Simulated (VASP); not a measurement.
# CuO (Cccm) in VASP: a series of runs

The runs below take CuO through relaxation of shape and atoms at fixed volume, single point, with PBEsol.

Everything below comes from runs of VASP 6.6.1. Logs are shortened: lines on timing, memory, paths and dates and some standing lists are left out, and cuts for length are marked.

**1. The cell of the first run**

Symmetry: Cccm, No. 66, orthorhombic system. Conventional cell: a = 4.185 Å, b = 4.194 Å, c = 5.151 Å, α = 90.00°, β = 90.00°, γ = 90.00°. Cu (site symmetry 2/m) has 4 O at 1.96 Å within 2.6 Å. Within 2.6 Å of O (site symmetry 222) lie 4 Cu at 1.96 Å and 2 O at 2.58 Å.

**2. Relaxation of shape and atoms at fixed volume, PBEsol (11.30 Å³/atom)**

The input, INCAR:

```
SYSTEM = CuO
PREC = Accurate ; ENCUT = 600
EDIFF = 1E-7 ; ISMEAR = 0
SIGMA = 0.1 ; LREAL = .FALSE.
LASPH = .TRUE. ; NELM = 120
ALGO = Normal ; ISIF = 4
LWAVE = .FALSE. ; LCHARG = .FALSE.
GGA = PS ; IBRION = 2
NSW = 50 ; EDIFFG = -0.01
GGA_COMPAT = .FALSE. ; NELMIN = 4
```

The input, KPOINTS:

```
regular mesh
0
G
  14 14 8
  0 0 0
```

The input, POSCAR:

```
CuO
1.0
    2.0925454113     -2.0970596601      0.0000000000
    2.0925454113      2.0970596601      0.0000000000
    0.0000000000      0.0000000000      5.1514560956
Cu O
2 2
Direct
    0.0000000000      0.5000000000      0.0000000000
    0.5000000000      0.0000000000      0.5000000000
    0.5000000000      0.5000000000      0.2500000000
    0.5000000000      0.5000000000      0.7500000000
```

Potentials or basis: VASP PAW PBE potentials, release 64 (Cu, O).

Launch:

```
cat potpaw_PBE.64/Cu/POTCAR potpaw_PBE.64/O/POTCAR > POTCAR
mpirun -np 1 vasp_std > vasp.out
```

OUTCAR:

```text
SYSTEM = CuO
   PREC = Accurate
   ENCUT = 600
   EDIFF = 1E-7
   ISMEAR = 0
   LREAL = .FALSE.
   LASPH = .TRUE.
   NELM = 120
   ISIF = 4
   GGA = PS
   IBRION = 2
   NSW = 50
   EDIFFG = -0.01
   NELMIN = 4

 ion  position               nearest neighbor table
   1  0.000  0.500  0.000-   3 1.96   4 1.96   3 1.96   4 1.96
   2  0.500  0.000  0.500-   3 1.96   4 1.96   3 1.96   4 1.96
   3  0.500  0.500  0.250-   1 1.96   2 1.96   2 1.96   1 1.96
   4  0.500  0.500  0.750-   1 1.96   2 1.96   2 1.96   1 1.96

  LATTYP: Found a base centered orthorhombic cell.
 ALAT       =     4.1850908226
 B/A-ratio  =     1.0021573003
 C/A-ratio  =     1.2309066431

  Lattice vectors:

 A1 = (   2.0925454113,  -2.0970596601,   0.0000000000)
 A2 = (   2.0925454113,   2.0970596601,   0.0000000000)
 A3 = (   0.0000000000,   0.0000000000,   5.1514560956)

Analysis of symmetry for initial positions (statically):
=====================================================================
 Subroutine PRICEL returns:
 Original cell was already a primitive cell.

 Routine SETGRP: Setting up the symmetry group for a
 base centered orthorhombic supercell.

 Subroutine GETGRP returns: Found  8 space group operations
 (whereof  4 operations were pure point group operations)
 out of a pool of  8 trial point group operations.

The static configuration has the point symmetry C_2h.
 The point group associated with its full space group is D_2h.

Analysis of symmetry for dynamics (positions and initial velocities):
=====================================================================
 Subroutine PRICEL returns:
 Original cell was already a primitive cell.

 Routine SETGRP: Setting up the symmetry group for a
 base centered orthorhombic supercell.

 Subroutine GETGRP returns: Found  8 space group operations
 (whereof  4 operations were pure point group operations)
 out of a pool of  8 trial point group operations.

The dynamic configuration has the point symmetry C_2h.
 The point group associated with its full space group is D_2h.

 Subroutine INISYM returns: Found  8 space group operations
 (whereof  4 operations are pure point group operations),
 and found     1 'primitive' translations

----------------------------------------------------------------------------------------

                                     Primitive cell

[... 100 lines left out ...]
   ISIF   =      4    stress and relaxation
   ISYM   =      2    0-nonsym 1-usesym 2-fastsym
   POTIM  = 0.5000    time-step for ionic-motion
   TEBEG  =    0.0;   TEEND  =   0.0 temperature during run
   PSTRESS=    0.0 pullay stress
   NELECT =      34.0000    total number of electrons
   NUPDOWN=      -1.0000    fix difference up-down
   EMIN   =  10.00;   EMAX   =-10.00  energy-range for DOS
   EFERMI =   0.00;   METHOD = LEGACY
   ISMEAR =     0;   SIGMA  =   0.10  broadening in eV -4-tet -1-fermi 0-gaus
   EFERMI_NEDOS =   21; number of points for ismear=-14 and -15
   IALGO  =     38    algorithm
   IMIX   =      4    mixing-type and parameters
     AMIX     =   0.40;   BMIX     =  1.00
     AMIX_MAG =   1.60;   BMIX_MAG =  1.00
  volume/ion in A,a.u.               =      11.30        76.27
  Fermi-wavevector in a.u.,A,eV,Ry     =   1.488741  2.813313 30.155283  2.216351
  Thomas-Fermi vector in A             =   2.601738
   LORBIT       =      0    0 simple, 1 ext, 2 COOP (PROOUT), +10 PAW based schemes
   GGA     = PS    functional components
   LHFCALC =     F    Hartree Fock is set to
   AEXX    =    0.0000 exact exchange contribution
   IVDW    =     0    specifies the selected vdW correction
   LEPSILON=     F    determine dielectric tensor
   LRPA    =     F    only Hartree local field effects (RPA)
 conjugate gradient relaxation of ions
 non-spin polarized calculation
 Gauss-broadening in eV      SIGMA  =   0.10
  energy-cutoff  :      600.00
  volume of cell :       45.21
 maximum number of plane-waves:      1538
   NGX = 11   NGY = 11   NGZ = 21

--------------------------------------- Ionic step        1  -------------------------------------------

 number of electron      34.0000017 magnetization

 Free energy of the ion-electron system (eV)
  ---------------------------------------------------
  ext. energy  EPLUGINS =         0.00000000
  ---------------------------------------------------
  free energy    TOTEN  =       -21.43127461 eV

  energy without entropy =      -21.41850478  energy(sigma->0) =      -21.42488970

------------------------ aborting loop because EDIFF is reached ----------------------------------------

  FORCE on cell =-STRESS in cart. coord.  units (eV):
  Direction    XX          YY          ZZ          XY          YZ          ZX
  --------------------------------------------------------------------------------------
  -------------------------------------------------------------------------------------
  Total       -2.0713052     -2.0848787     -2.4641257      0.0000000      0.0000000      0.0000000
  in kB      -73.4021890    -73.8831989    -87.3228216      0.0000000      0.0000000      0.0000000
  external PRESSURE =     -78.2027365 kB  Pullay stress =       0.0000000 kB
[... 63 lines left out ...]
--------------------------------------- Ionic step        3  -------------------------------------------

 number of electron      34.0000012 magnetization

 Free energy of the ion-electron system (eV)
  ---------------------------------------------------
  ext. energy  EPLUGINS =         0.00000000
  ---------------------------------------------------
  free energy    TOTEN  =       -21.43244623 eV

  energy without entropy =      -21.41985891  energy(sigma->0) =      -21.42615257

 E-fermi :   4.5000     XC(G=0): -11.4748

 val. band max:        4.4931811008   @ k =  -0.1429   0.0714   0.2500
 cond. band min:       4.5039926188   @ k =   0.4286   0.0714   0.1250
 fundamental gap:      0.0108115180
 Fermi energy:         4.5000298432

 k-point     1 :       0.0000    0.0000    0.0000
  band No.  band energies     occupation
      1     -15.1085      2.00000
      2     -13.7600      2.00000
      3      -3.5082      2.00000
      4      -0.8855      2.00000
      5      -0.8815      2.00000
      6       0.8395      2.00000
[... 565 lines left out ...]
     20       9.9670      0.00000
     21      13.1451      0.00000

 [... further k-points ...]

------------------------ aborting loop because EDIFF is reached ----------------------------------------

  FORCE on cell =-STRESS in cart. coord.  units (eV):
  Direction    XX          YY          ZZ          XY          YZ          ZX
  --------------------------------------------------------------------------------------
  -------------------------------------------------------------------------------------
  Total       -2.1147849     -2.1267323     -2.1368102      0.0000000      0.0000000      0.0000000
  in kB      -74.9430053    -75.3663945    -75.7235305      0.0000000      0.0000000      0.0000000
  external PRESSURE =     -75.3443101 kB  Pullay stress =       0.0000000 kB
[... 19 lines left out ...]
  FREE ENERGIE OF THE ION-ELECTRON SYSTEM (eV)
  ---------------------------------------------------
  free  energy   TOTEN  =       -21.4324462333 eV

  energy  without entropy=      -21.4198589050  energy(sigma->0) =      -21.42615257

 reached required accuracy - stopping structural energy minimisation
```

CONTCAR:

```text
CuO
   1.00000000000000
     2.0989234704373279   -2.1028127818364299    0.0000000000000000
     2.0989234704373279    2.1028127818364299    0.0000000000000000
     0.0000000000000000    0.0000000000000000    5.1217510879363903
  Cu              O
     2     2
Direct
     0.0000000000000000    0.5000000000000000    0.0000000000000000
     0.5000000000000000    0.0000000000000000    0.5000000000000000
     0.5000000000000000    0.5000000000000000    0.2500000000000000
     0.5000000000000000    0.5000000000000000    0.7500000000000000

  0.00000000E+00  0.00000000E+00  0.00000000E+00
  0.00000000E+00  0.00000000E+00  0.00000000E+00
  0.00000000E+00  0.00000000E+00  0.00000000E+00
  0.00000000E+00  0.00000000E+00  0.00000000E+00
```

Run time: 5.7 min. Hardware: 1 thread of AMD EPYC 9R45 (Zen 5), shared host; peak memory 0.37 GiB.

What came out:

```
Free energy               : -21.4324 eV
Energy gained by relaxing : 0.3 meV/atom
Ionic steps               : 3
Pressure after relaxing   : -7.5 GPa
Band gap on the k mesh    : zero (bands 17 and 18 overlap by 1.23 eV)
```

The path:
| step | energy change (eV) | largest force (eV/Å) | pressure (GPa) | volume (Å³) |
| --- | --- | --- | --- | --- |
| 1 | 0.0000 | 0.0000 | -7.82 | 45.21 |
| 2 | -0.0009 | 0.0000 | -7.68 | 45.21 |
| 3 | -0.0012 | 0.0000 | -7.53 | 45.21 |

Final structure:
```yaml
crystal:
  lattice:
    - [2.09892, -2.10281, 0.00000]
    - [2.09892, 2.10281, 0.00000]
    - [0.00000, 0.00000, 5.12175]
  atoms:
    - { symbol: Cu, position: [0.00000, 0.50000, 0.00000] }
    - { symbol: Cu, position: [0.50000, 0.00000, 0.50000] }
    - { symbol: O, position: [0.50000, 0.50000, 0.25000] }
    - { symbol: O, position: [0.50000, 0.50000, 0.75000] }
```

Caveat: the PAW data sets were made with another functional, which shifts forces and pressure a little; semilocal functionals often make such compounds metallic where correlation or magnetic order opens a gap, which also shifts bond lengths.

**3. Single point, PBEsol (uniaxial strain along c: -6.0 %)**

The input, INCAR:

```
SYSTEM = CuO
PREC     = Accurate       ! precision mode
ENCUT    = 520            ! plane-wave cutoff, eV
EDIFF    = 1E-7           ! SCF threshold, eV
ISMEAR   = 0              ! smearing method
SIGMA    = 0.1            ! smearing width, eV
LREAL    = .FALSE.        ! projectors in reciprocal space
LASPH    = .TRUE.         ! aspherical terms in the spheres
NELM     = 100            ! most SCF steps
ALGO     = Normal         ! electronic algorithm
ISIF     = 2              ! what is computed and relaxed
LWAVE    = .FALSE.        ! write WAVECAR
LCHARG   = .FALSE.        ! write CHGCAR
GGA      = PS             ! functional
NBANDS   = 44             ! bands
```

The input, KPOINTS:

```
Automatic mesh
0
G
  10 10 8
  0 0 0
```

The input, POSCAR:

```
CuO
1.0
    4.1463421632      0.0000000000      0.0000000000
    0.0000000000      4.1622270926      0.0000000000
    0.0000000000      0.0000000000      4.7867289365
Cu O
4 4
Direct
    0.2500000000      0.2500000000      0.5000000000
    0.2500000000      0.7500000000      0.0000000000
    0.7500000000      0.7500000000      0.5000000000
    0.7500000000      0.2500000000      0.0000000000
    0.5000000000      0.0000000000      0.7500000000
    0.5000000000      0.0000000000      0.2500000000
    0.0000000000      0.5000000000      0.7500000000
    0.0000000000      0.5000000000      0.2500000000
```

Potentials or basis: VASP PAW PBE potentials, release 64 (Cu, O).

Launch:

```
cat potpaw_PBE.64/Cu/POTCAR potpaw_PBE.64/O/POTCAR > POTCAR
mpirun -np 1 vasp_std > vasp.out
```

Wall time 7 min (1 thread of AMD EPYC 9R45 (Zen 5), shared host); peak memory 0.51 GiB.

It converged, with:

```
Free energy            : -42.6613 eV
Pressure               : 10.7 GPa
Band gap on the k mesh : zero (bands 34 and 35 overlap by 1.33 eV)
```

Stress tensor (GPa, compression positive):
```
 5.66  0.00  0.00
 0.00  5.63  0.00
 0.00  0.00 20.81
```

Levels at points of the mesh, in eV from the Fermi level:
| k point | band 31 | band 32 | band 33 | band 34 | band 35 | band 36 | band 37 | band 38 |
| --- | --- | --- | --- | --- | --- | --- | --- | --- |
| (0.00, 0.00, 0.00) | -1.72 | -1.47 | -1.47 | 0.78 | 0.79 | 1.16 | 1.24 | 1.49 |
| (0.50, 0.00, 0.00) | -1.96 | -1.96 | -0.52 | -0.52 | 0.69 | 0.69 | 3.73 | 3.73 |
| (0.00, 0.50, 0.00) | -1.96 | -1.96 | -0.51 | -0.51 | 0.69 | 0.69 | 3.71 | 3.71 |
| (0.50, 0.50, 0.00) | -1.78 | -1.78 | 0.27 | 0.27 | 0.55 | 0.55 | 3.86 | 3.86 |
| (0.00, 0.00, 0.50) | -1.74 | -1.74 | -0.66 | -0.66 | 0.07 | 0.07 | 3.45 | 3.45 |
| (0.50, 0.00, 0.50) | -2.07 | -2.07 | -0.55 | -0.55 | -0.55 | -0.55 | 4.73 | 4.73 |
| (0.00, 0.50, 0.50) | -2.07 | -2.07 | -0.55 | -0.55 | -0.55 | -0.55 | 4.73 | 4.73 |
| (0.50, 0.50, 0.50) | -2.07 | -2.07 | -0.23 | -0.23 | 0.76 | 0.76 | 4.20 | 4.20 |

Caveat: the cell differs from its parent crystal (uniaxial strain along c: -6.0 %); the cell stands under pressure; the PAW data sets were made with another functional, which shifts forces and pressure a little; semilocal functionals often make such compounds metallic where correlation or magnetic order opens a gap, which also shifts bond lengths.

**4. Single point, PBEsol (uniaxial strain along c: -4.0 %)**

The input, INCAR:

```
PREC = Accurate
ENCUT = 520
EDIFF = 1E-6
ISMEAR = 0
SIGMA = 0.1
LREAL = F
LASPH = T
NELM = 100
ALGO = Normal
ISIF = 2
LWAVE = F
LCHARG = F
GGA = PS
NBANDS = 44
```

The input, KPOINTS:

```
regular mesh
0
Gamma
  10 10 8
```

Edit POSCAR of step 3 so:

```diff
@@ -2,5 +2,5 @@
 1.0
-    4.1463421632      0.0000000000      0.0000000000
-    0.0000000000      4.1622270926      0.0000000000
-    0.0000000000      0.0000000000      4.7867289365
+    4.1259168324      0.0000000000      0.0000000000
+    0.0000000000      4.1417235108      0.0000000000
+    0.0000000000      0.0000000000      4.8885742330
 Cu O
```

Launch:

```
cat potpaw_PBE.64/Cu/POTCAR potpaw_PBE.64/O/POTCAR > POTCAR
mpirun -np 1 vasp_std > vasp.out
```

Run time: 7.1 min. Hardware: 1 thread of AMD EPYC 9R45 (Zen 5), shared host; peak memory 0.52 GiB.

It converged, with:

```
Free energy            : -42.8272 eV
Pressure               : 7.1 GPa
Band gap on the k mesh : zero (bands 34 and 35 overlap by 1.28 eV)
```

Stress tensor (GPa, compression positive):
```
 3.76  0.00  0.00
 0.00  3.72  0.00
 0.00  0.00 13.78
```

Levels at points of the mesh, in eV from the Fermi level:
```
           k point  band 32  band 33  band 34  band 35  band 36  band 37
(0.00, 0.00, 0.00)    -1.39    -1.39     0.74     0.76     1.16     1.45
(0.50, 0.00, 0.00)    -1.88    -0.53    -0.53     0.67     0.67     3.80
(0.00, 0.50, 0.00)    -1.88    -0.53    -0.53     0.66     0.66     3.79
(0.50, 0.50, 0.00)    -1.71     0.25     0.25     0.52     0.52     3.74
(0.00, 0.00, 0.50)    -1.65    -0.61    -0.61     0.08     0.08     3.48
(0.50, 0.00, 0.50)    -2.01    -0.53    -0.53    -0.53    -0.53     4.78
(0.00, 0.50, 0.50)    -2.01    -0.53    -0.53    -0.53    -0.53     4.78
(0.50, 0.50, 0.50)    -2.01    -0.20    -0.20     0.74     0.74     4.20
```

Caveat: the cell differs from its parent crystal (uniaxial strain along c: -4.0 %); the cell stands under pressure; the PAW data sets were made with another functional, which shifts forces and pressure a little; semilocal functionals often make such compounds metallic where correlation or magnetic order opens a gap, which also shifts bond lengths.

**5. Summary**

| task | cell | k mesh | cutoff (eV) | gap on the mesh (eV) | pressure (GPa) |
| --- | --- | --- | --- | --- | --- |
| relaxation of shape and atoms at fixed volume | relaxed from a = 2.962, b = 2.962, c = 5.151 Å, angles 90.0, 90.0, 90.1°, 4 atoms, atomic positions A | 14 × 14 × 8 | 600 | none | -7.5 |
| single point | a = 4.146, b = 4.162, c = 4.787 Å, 8 atoms, atomic positions B | 10 × 10 × 8 | 520 | none | 10.7 |
| single point | a = 4.126, b = 4.142, c = 4.889 Å, 8 atoms, atomic positions B | 10 × 10 × 8 | 520 | none | 7.1 |

Alike in all rows: level PBEsol; potentials or basis VASP PAW PBE potentials, release 64 (Cu, O); no spin polarisation; smearing gaussian 0.1 eV.

Caveats: the PAW data sets were made with another functional, which shifts forces and pressure a little; semilocal functionals often make such compounds metallic where correlation or magnetic order opens a gap, which also shifts bond lengths; the cell stands under pressure (at least some runs).

Total energies depend on the potentials used, so only differences within one code and one set of settings carry meaning.
